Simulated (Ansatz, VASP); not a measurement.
# One calculation of Si3Ge, two programs

Contents of INCAR:

```
SYSTEM = Si3Ge
PREC = Accurate ; ENCUT = 520
EDIFF = 1E-6 ; ISMEAR = 0
SIGMA = 0.1 ; LREAL = .FALSE.
LASPH = .TRUE. ; NELM = 100
ALGO = Normal ; ISIF = 2
LWAVE = .FALSE. ; LCHARG = .FALSE.
GGA = PE ; NBANDS = 21
```

Contents of KPOINTS:

```
regular mesh
0
G
  6 6 4
  0 0 0
```

File POSCAR:

```
Si3Ge
1.0
    3.5797151400      0.0000000000      0.0000000000
    0.0000000000      3.5797151400      0.0000000000
    0.0000000000      0.0000000000      5.0624817100
Si Ge
3 1
Direct
    0.0000000000      0.0000000000      0.0000000000
    0.5000000000      0.0000000000      0.7500000000
    0.0000000000      0.5000000000      0.2500000000
    0.5000000000      0.5000000000      0.5000000000
```

Input for Ansatz:

```yaml
crystal:
  lattice:
    - [3.57971514, 0.0, 0.0]
    - [0.0, 3.57971514, 0.0]
    - [0.0, 0.0, 5.06248171]
  atoms:
    - { symbol: Si, position: [0.0, 0.0, 0.0] }
    - { symbol: Si, position: [0.5, 0.0, 0.75] }
    - { symbol: Si, position: [0.0, 0.5, 0.25] }
    - { symbol: Ge, position: [0.5, 0.5, 0.5] }
basis:
  ecutwfc: 420
kpoints:
  mp_grid: { grid: [6, 6, 4] }
hamiltonian:
  xc: pbe
scf:
  occupations: { method: gaussian, width: 0.1 }
  lower_state_search: "off"
output:
  forces: true
  stress: true
  eigenvalues: true
```

Alike in both runs: task single point; functional PBE; k mesh 6 × 6 × 4; occupations gaussian, width 0.1 eV; no spin polarisation.

|  | VASP | Ansatz |
| --- | --- | --- |
| version | VASP 6.6.1 | Ansatz 0.2.0 |
| potentials or method | VASP PAW PBE potentials, release 64 (Si, Ge_d), cutoff 520 eV | scalar-relativistic, plane waves, PAW |
| valence electrons in the cell | 26 | 26 |

```tsv
	VASP	Ansatz	Ansatz less VASP
gap on the k mesh at the Fermi level (eV)	none	none	-
rms of the force components (eV/Å)	0.324	0.328	+0.0045
```

Atom by atom the forces differ by 0.004 eV/Å (rms over components). A gap of «none» marks a metal or a gap that the smearing closes.
